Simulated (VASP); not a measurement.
# Te (C2/m) in VASP: further runs

Te is run at these levels: PBEsol; tasks: single point, vibrations by perturbation theory.

Everything below comes from runs of VASP 6.6.1. Logs are shortened: lines on timing, memory, paths and dates and some standing lists are left out, and cuts for length are marked.

### Step 1. The cell of the first run

The structure is monoclinic, space group C2/m (No. 12). Conventional cell: a = 7.641 Å, b = 4.296 Å, c = 5.977 Å, α = 90.00°, β = 90.90°, γ = 90.00°. Within 4.1 Å of Te (site symmetry 2/m) lie 6 Te at 3.09 to 3.31 Å. Te (site symmetry m) has 6 Te at 3.03 to 3.47 Å within 4.0 Å.

### Step 2. Single point, PBEsol

POSCAR

```
Te
1.0
    3.8202894285     -2.1482026000      0.0000000000
    3.8202894285      2.1482026000      0.0000000000
   -0.0942908673      0.0000000000      5.9760906531
Te
3
Direct
    0.0000000000      0.0000000000      0.0000000000
    0.3094466100      0.3094466100      0.3388094900
    0.6905533900      0.6905533900      0.6611905100
```

INCAR.step1

```
SYSTEM = Te
  PREC = Accurate
  ENCUT = 520
  EDIFF = 1E-7
  ISMEAR = -1
  SIGMA = 0.05
  LREAL = .FALSE.
  LASPH = .TRUE.
  NELM = 60
  ALGO = Normal
  ISIF = 2
  LWAVE = .FALSE.
  LCHARG = .TRUE.
  GGA = PS
  NBANDS = 16
```

KPOINTS.step1

```
regular mesh
0
G
  7 7 5
  0 0 0
```

INCAR.step2

```
SYSTEM = Te
  PREC = Accurate
  ENCUT = 520
  EDIFF = 1E-7
  ISMEAR = -5
  SIGMA = 0.05
  LREAL = .FALSE.
  LASPH = .TRUE.
  NELM = 60
  ALGO = Normal
  ISIF = 2
  LWAVE = .FALSE.
  LCHARG = .FALSE.
  GGA = PS
  LORBIT = 11
  NBANDS = 16
  NEDOS = 2001
  ICHARG = 11
```

KPOINTS.step2

```
regular mesh
0
G
  11 11 8
  0 0 0
```

Potentials or basis: VASP PAW PBE potentials, release 64 (Te).

Command:

```bash
$ cat potpaw_PBE.64/Te/POTCAR > POTCAR
$ cp INCAR.step1 INCAR
$ cp KPOINTS.step1 KPOINTS
$ mpirun -np 1 vasp_std > vasp.out
$ cp INCAR.step2 INCAR
$ cp KPOINTS.step2 KPOINTS
$ mpirun -np 1 vasp_std > vasp.out
```

OUTCAR:

```text
SYSTEM = Te
   PREC = Accurate
   ENCUT = 520
   EDIFF = 1E-7
   ISMEAR = -5
   LREAL = .FALSE.
   LASPH = .TRUE.
   NELM = 60
   ISIF = 2
   GGA = PS
   LORBIT = 11
   ICHARG = 11

 ion  position               nearest neighbor table
   1  0.000  0.000  0.000-   2 3.09   3 3.09   3 3.31   3 3.31   2 3.31   2 3.31
   2  0.309  0.309  0.339-   3 3.03   3 3.03   1 3.09   1 3.31   1 3.31   3 3.47
   3  0.691  0.691  0.661-   2 3.03   2 3.03   1 3.09   1 3.31   1 3.31   2 3.47

  LATTYP: Found a base centered monoclinic cell.
 ALAT       =     7.6405788570
 B/A-ratio  =     0.5623140969
 C/A-ratio  =     0.7822489081
 COS(beta)  =    -0.0157760547

  Lattice vectors:

 A1 = (   3.8202894285,  -2.1482026000,   0.0000000000)
 A2 = (   3.8202894285,   2.1482026000,   0.0000000000)
 A3 = (  -0.0942908673,   0.0000000000,   5.9760906531)

Analysis of symmetry for initial positions (statically):
=====================================================================
 Subroutine PRICEL returns:
 Original cell was already a primitive cell.

 Routine SETGRP: Setting up the symmetry group for a
 base centered monoclinic supercell.

 Subroutine GETGRP returns: Found  4 space group operations
 (whereof  4 operations were pure point group operations)
 out of a pool of  4 trial point group operations.

The static configuration has the point symmetry C_2h.

Analysis of symmetry for dynamics (positions and initial velocities):
=====================================================================
 Subroutine PRICEL returns:
 Original cell was already a primitive cell.

 Routine SETGRP: Setting up the symmetry group for a
 base centered monoclinic supercell.

 Subroutine GETGRP returns: Found  4 space group operations
 (whereof  4 operations were pure point group operations)
 out of a pool of  4 trial point group operations.

The dynamic configuration has the point symmetry C_2h.

 Subroutine INISYM returns: Found  4 space group operations
 (whereof  4 operations are pure point group operations),
 and found     1 'primitive' translations

----------------------------------------------------------------------------------------

                                     Primitive cell

  volume of cell :      98.0886

  direct lattice vectors                    reciprocal lattice vectors
     3.820289429 -2.148202600  0.000000000     0.130880136 -0.232752721  0.002065029
     3.820289429  2.148202600  0.000000000     0.130880136  0.232752721  0.002065029
    -0.094290867  0.000000000  5.976090653     0.000000000  0.000000000  0.167333472

  length of vectors
     4.382851324  4.382851324  5.976834468     0.267035023  0.267035023  0.167333472
[... 92 lines left out ...]
   ISYM   =      2    0-nonsym 1-usesym 2-fastsym
   POTIM  = 0.5000    time-step for ionic-motion
   TEBEG  =    0.0;   TEEND  =   0.0 temperature during run
   PSTRESS=    0.0 pullay stress
   NELECT =      18.0000    total number of electrons
   NUPDOWN=      -1.0000    fix difference up-down
   EMIN   =  10.00;   EMAX   =-10.00  energy-range for DOS
   EFERMI =   0.00;   METHOD = LEGACY
   ISMEAR =    -5;   SIGMA  =   0.05  broadening in eV -4-tet -1-fermi 0-gaus
   EFERMI_NEDOS =   21; number of points for ismear=-14 and -15
   IALGO  =     38    algorithm
   IMIX   =      4    mixing-type and parameters
     AMIX     =   0.40;   BMIX     =  1.00
     AMIX_MAG =   1.60;   BMIX_MAG =  1.00
  volume/ion in A,a.u.               =      32.70       220.64
  Fermi-wavevector in a.u.,A,eV,Ry     =   0.930307  1.758025 11.775440  0.865470
  Thomas-Fermi vector in A             =   2.056681
   LORBIT       =     11    0 simple, 1 ext, 2 COOP (PROOUT), +10 PAW based schemes
   GGA     = PS    functional components
   LHFCALC =     F    Hartree Fock is set to
   AEXX    =    0.0000 exact exchange contribution
   IVDW    =     0    specifies the selected vdW correction
   LEPSILON=     F    determine dielectric tensor
   LRPA    =     F    only Hartree local field effects (RPA)
 non-spin polarized calculation
 Fermi weights with tetrahedron method with Bloechl corrections
  energy-cutoff  :      520.00
  volume of cell :       98.09
 maximum number of plane-waves:      2660
 NGX is ok and might be reduce to    36

 number of electron      18.0000000 magnetization

 Free energy of the ion-electron system (eV)
  ---------------------------------------------------
  ext. energy  EPLUGINS =         0.00000000
  ---------------------------------------------------
  free energy    TOTEN  =       -10.47866448 eV

  energy without entropy =      -10.47866448  energy(sigma->0) =      -10.47866448

 E-fermi :   6.2991     XC(G=0):  -9.4297

 val. band max:        6.3778453111   @ k =  -0.3636   0.3636   0.5000
 cond. band min:       6.1292124445   @ k =   0.0000   0.0000   0.5000
 fundamental gap:     -0.2486328666
 Fermi energy:         6.2990586231

 k-point     1 :       0.0000    0.0000    0.0000
  band No.  band energies     occupation
      1      -7.3830      2.00000
      2      -4.1887      2.00000
      3      -4.0441      2.00000
      4       3.5842      2.00000
      5       3.6156      2.00000
      6       4.0670      2.00000
[... 433 lines left out ...]
      3      -4.0719      2.00000
      4       1.4158      2.00000
      5       1.7672      2.00000
      6       3.3658      2.00000
[... 8 lines left out ...]
     15      13.1454      0.00000
     16      14.3791      0.00000

 [... further k-points ...]
[... 5 lines left out ...]
  --------------------------------------------------------------------------------------
  -------------------------------------------------------------------------------------
  Total       -1.2584085     -1.0816899     -1.1092116      0.0000000      0.0000000     -0.0159583
  in kB      -20.5548141    -17.6682971    -18.1178360      0.0000000      0.0000000     -0.2606618
  external PRESSURE =     -18.7803157 kB  Pullay stress =       0.0000000 kB

 VOLUME and BASIS-vectors are now :
 -----------------------------------------------------------------------------
  energy-cutoff  :      520.00
  volume of cell :       98.09
      direct lattice vectors                 reciprocal lattice vectors
     3.820289429 -2.148202600  0.000000000     0.130880136 -0.232752721  0.002065029
     3.820289429  2.148202600  0.000000000     0.130880136  0.232752721  0.002065029
    -0.094290867  0.000000000  5.976090653     0.000000000  0.000000000  0.167333472

 POSITION                                       TOTAL-FORCE (eV/Angst)
 -----------------------------------------------------------------------------------
      0.00000      0.00000      0.00000         0.000000     -0.000000      0.000000
      2.33240      0.00000      2.02476         0.082041      0.000000     -0.021979
      5.21388      0.00000      3.95133        -0.082041      0.000000      0.021979
 -----------------------------------------------------------------------------------
    total drift:                               -0.000000     -0.000000     -0.000000

  FREE ENERGIE OF THE ION-ELECTRON SYSTEM (eV)
  ---------------------------------------------------
  free  energy   TOTEN  =       -10.4786644799 eV

  energy  without entropy=      -10.4786644799  energy(sigma->0) =      -10.47866448

 total charge

# of ion       s       p       d       tot
------------------------------------------
    1        1.438   1.788   0.039   3.265
    2        1.443   1.765   0.045   3.253
    3        1.443   1.765   0.045   3.253
--------------------------------------------------
tot          4.325   5.318   0.128   9.772
```

OSZICAR.step1:

```text
N       E                     dE             d eps       ncg     rms          rms(c)
DAV:   1     0.650789100125E+02    0.65079E+02   -0.64718E+03  2304   0.891E+02
DAV:   2    -0.639933797716E+01   -0.71478E+02   -0.67624E+02  3128   0.134E+02
DAV:   3    -0.104369412479E+02   -0.40376E+01   -0.40137E+01  2720   0.342E+01
DAV:   4    -0.104989617877E+02   -0.62021E-01   -0.62012E-01  3400   0.512E+00
DAV:   5    -0.105000247643E+02   -0.10630E-02   -0.10630E-02  3008   0.603E-01    0.130E+01
DAV:   6    -0.104798778785E+02    0.20147E-01   -0.36654E-02  2872   0.104E+00    0.797E+00
DAV:   7    -0.104775087077E+02    0.23692E-02   -0.27109E-02  3008   0.933E-01    0.568E-01
DAV:   8    -0.104772333635E+02    0.27534E-03   -0.25308E-03  2912   0.301E-01    0.208E-01
DAV:   9    -0.104770789352E+02    0.15443E-03   -0.41170E-04  3080   0.115E-01    0.865E-02
DAV:  10    -0.104770721375E+02    0.67977E-05   -0.12663E-04  3048   0.561E-02    0.281E-02
DAV:  11    -0.104770686751E+02    0.34624E-05   -0.20388E-05  2720   0.248E-02    0.126E-02
DAV:  12    -0.104770685300E+02    0.14510E-06   -0.12577E-06  3200   0.664E-03    0.474E-03
DAV:  13    -0.104770684906E+02    0.39397E-07   -0.12784E-07  2248   0.199E-03
   1 F= -.10477068E+02 E0= -.10473378E+02  d E =-.738080E-02
```

Wall time 9.4 min (1 thread of Intel Xeon 8259CL, shared host); peak memory 0.48 GiB.

What came out:

* Valence electrons inside the program's atomic spheres: Te 3.27, 3.25 (each value once)

Levels at points of the mesh, in eV from the Fermi level:
| k point | band 6 | band 7 | band 8 | band 9 | band 10 | band 11 | band 12 | band 13 |
| --- | --- | --- | --- | --- | --- | --- | --- | --- |
| (0.00, 0.00, 0.00) | -2.23 | -2.03 | -1.63 | -1.41 | 0.98 | 1.01 | 1.55 | 4.69 |
| (0.00, 0.00, 0.50) | -2.60 | -1.18 | -0.78 | -0.33 | -0.17 | -0.11 | 0.19 | 3.73 |

Caveat: the PAW data sets were made with another functional, which shifts forces and pressure a little; spin-orbit coupling is left out, which moves the levels of the heavy elements.

(Part 1 of 2 ends here.)
